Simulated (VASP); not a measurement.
# Sr (P6_3/mmc) in VASP: notebook, part 2 of 2

VASP 6.6.1.

## 5. Single point, BLYP

This run uses another cell than the first one, of 56.75 Å³/atom.

INCAR

```
SYSTEM = Sr
PREC     = Accurate       ! precision mode
ENCUT    = 520            ! plane-wave cutoff, eV
EDIFF    = 1E-6           ! SCF threshold, eV
ISMEAR   = -1             ! smearing method
SIGMA    = 0.1            ! smearing width, eV
LREAL    = .FALSE.        ! projectors in reciprocal space
LASPH    = .TRUE.         ! aspherical terms in the spheres
NELM     = 100            ! most SCF steps
ALGO     = Normal         ! electronic algorithm
ISIF     = 2              ! what is computed and relaxed
LWAVE    = .FALSE.        ! write WAVECAR
LCHARG   = .FALSE.        ! write CHGCAR
GGA      = B5             ! functional
ALDAX    = 1.0          
AGGAX    = 1.0          
AGGAC    = 1.0          
ALDAC    = 0.0          
NBANDS   = 17             ! bands
```

KPOINTS

```
Automatic mesh
0
G
  14 14 8
  0 0 0
```

POSCAR

```
Sr
1.0
    4.3129371495      0.0000000000      0.0000000000
   -2.1564685747      3.7351131364      0.0000000000
    0.0000000000      0.0000000000      7.0458807414
Sr
2
Direct
    0.3333333333      0.6666666667      0.2500000000
    0.6666666667      0.3333333333      0.7500000000
```

Potentials or basis: VASP PAW PBE potentials, release 64 (Sr_sv).

Command:

```
cat potpaw_PBE.64/Sr_sv/POTCAR > POTCAR
mpirun -np 1 vasp_std > vasp.out
```

OUTCAR:

```text
SYSTEM = Sr
   PREC = Accurate
   ENCUT = 520
   EDIFF = 1E-6
   ISMEAR = -1
   LREAL = .FALSE.
   LASPH = .TRUE.
   NELM = 100
   ISIF = 2
   GGA = B5

 ion  position               nearest neighbor table
   1  0.333  0.667  0.250-   2 4.31   2 4.31   2 4.31   2 4.31   2 4.31   2 4.31
   2  0.667  0.333  0.750-   1 4.31   1 4.31   1 4.31   1 4.31   1 4.31   1 4.31

  LATTYP: Found a hexagonal cell.
 ALAT       =     4.3129371495
 C/A-ratio  =     1.6336618173

  Lattice vectors:

 A1 = (   4.3129371495,   0.0000000000,   0.0000000000)
 A2 = (  -2.1564685747,   3.7351131364,   0.0000000000)
 A3 = (   0.0000000000,   0.0000000000,   7.0458807414)

Analysis of symmetry for initial positions (statically):
=====================================================================
 Subroutine PRICEL returns:
 Original cell was already a primitive cell.

 Routine SETGRP: Setting up the symmetry group for a
 hexagonal supercell.

 Subroutine GETGRP returns: Found 24 space group operations
 (whereof 12 operations were pure point group operations)
 out of a pool of 24 trial point group operations.

[... 162 lines left out ...]

 E-fermi :   1.9306     XC(G=0):  -6.8053

 val. band max:        1.8909651707   @ k =   0.3571   0.2857   0.5000
 cond. band min:       1.9442731732   @ k =   0.3571   0.0714   0.0000
 fundamental gap:      0.0533080025
 Fermi energy:         1.9306206875

 k-point     1 :       0.0000    0.0000    0.0000
  band No.  band energies     occupation
      1     -34.8148      2.00000
      2     -34.8027      2.00000
      3     -16.9436      2.00000
      4     -16.7954      2.00000
      5     -16.7954      2.00000
      6     -16.7711      2.00000
[... 457 lines left out ...]
      4     -16.8783      2.00000
      5     -16.8750      2.00000
      6     -16.8454      2.00000
[... 9 lines left out ...]
     16       5.1979      0.00000
     17       5.4887      0.00000

 [... further k-points ...]

------------------------ aborting loop because EDIFF is reached ----------------------------------------

  FORCE on cell =-STRESS in cart. coord.  units (eV):
  Direction    XX          YY          ZZ          XY          YZ          ZX
  --------------------------------------------------------------------------------------
  -------------------------------------------------------------------------------------
  Total       -0.0005708     -0.0005708      0.0001913     -0.0000000      0.0000000      0.0000000
  in kB       -0.0080574     -0.0080574      0.0027005     -0.0000000      0.0000000      0.0000000
  external PRESSURE =      -0.0044714 kB  Pullay stress =       0.0000000 kB

 VOLUME and BASIS-vectors are now :
 -----------------------------------------------------------------------------
  energy-cutoff  :      520.00
  volume of cell :      113.50
      direct lattice vectors                 reciprocal lattice vectors
     4.312937149  0.000000000  0.000000000     0.231860555  0.133864754  0.000000000
    -2.156468575  3.735113136  0.000000000     0.000000000  0.267729507  0.000000000
     0.000000000  0.000000000  7.045880741     0.000000000  0.000000000  0.141926898

 POSITION                                       TOTAL-FORCE (eV/Angst)
 -----------------------------------------------------------------------------------
     -0.00000      2.49008      1.76147         0.000000      0.000000      0.000000
      2.15647      1.24504      5.28441        -0.000000     -0.000000      0.000000
 -----------------------------------------------------------------------------------
    total drift:                               -0.000000      0.000000     -0.000000

  FREE ENERGIE OF THE ION-ELECTRON SYSTEM (eV)
  ---------------------------------------------------
  free  energy   TOTEN  =        -1.9038232771 eV

  energy  without entropy=       -1.8103985494  energy(sigma->0) =       -1.85711091
```

It took 2 min on 1 thread of AMD EPYC 9R45 (Zen 5), shared host; peak memory 0.32 GiB.

Results:

```yaml
Free_energy: -1.9038 eV
Pressure: 0.0 GPa
Band_gap_on_the_k_mesh: zero (bands 10 and 11 overlap by 0.13 eV)
```

Levels at points of the mesh, in eV from the Fermi level:
| k point | band 7 | band 8 | band 9 | band 10 | band 11 | band 12 | band 13 | band 14 |
| --- | --- | --- | --- | --- | --- | --- | --- | --- |
| (0.00, 0.00, 0.00) | -18.70 | -18.70 | -3.56 | -1.14 | 0.15 | 2.12 | 2.12 | 2.12 |
| (0.50, 0.00, 0.00) | -18.74 | -18.73 | -1.11 | -0.49 | 0.08 | 0.23 | 1.27 | 1.80 |
| (0.00, 0.00, 0.50) | -18.71 | -18.71 | -2.64 | -2.64 | 1.20 | 1.20 | 2.11 | 2.11 |
| (0.50, 0.00, 0.50) | -18.75 | -18.75 | -0.80 | -0.80 | 0.30 | 0.30 | 1.25 | 1.25 |

Caveat: the PAW data sets were made with another functional, which shifts forces and pressure a little.

## 6. Summary

| task | cell | k mesh | cutoff (eV) | gap on the mesh (eV) | pressure (GPa) |
| --- | --- | --- | --- | --- | --- |
| single point | a = 4.425, b = 4.425, c = 7.229 Å, angles 90.0, 90.0, 120.0°, 2 atoms | 10 × 10 × 5 | 520 | none | -0.7 |
| single point | a = 4.479, b = 4.479, c = 7.317 Å, angles 90.0, 90.0, 120.0°, 2 atoms | 10 × 10 × 5 | 520 | none | -1.0 |
| relaxation of cell and atoms | relaxed from a = 4.303, b = 4.303, c = 7.026 Å, angles 90.0, 90.0, 120.0°, 2 atoms | 9 × 9 × 5 | 600 | none | 0.0 |
| single point | a = 4.313, b = 4.313, c = 7.046 Å, angles 90.0, 90.0, 120.0°, 2 atoms | 14 × 14 × 8 | 520 | none | 0.0 |

Alike in all rows: level BLYP; potentials or basis VASP PAW PBE potentials, release 64 (Sr_sv); no spin polarisation; smearing fermi-dirac 0.1 eV.

Caveats: the PAW data sets were made with another functional, which shifts forces and pressure a little.

Total energies depend on the potentials used, so only differences within one code and one set of settings carry meaning.
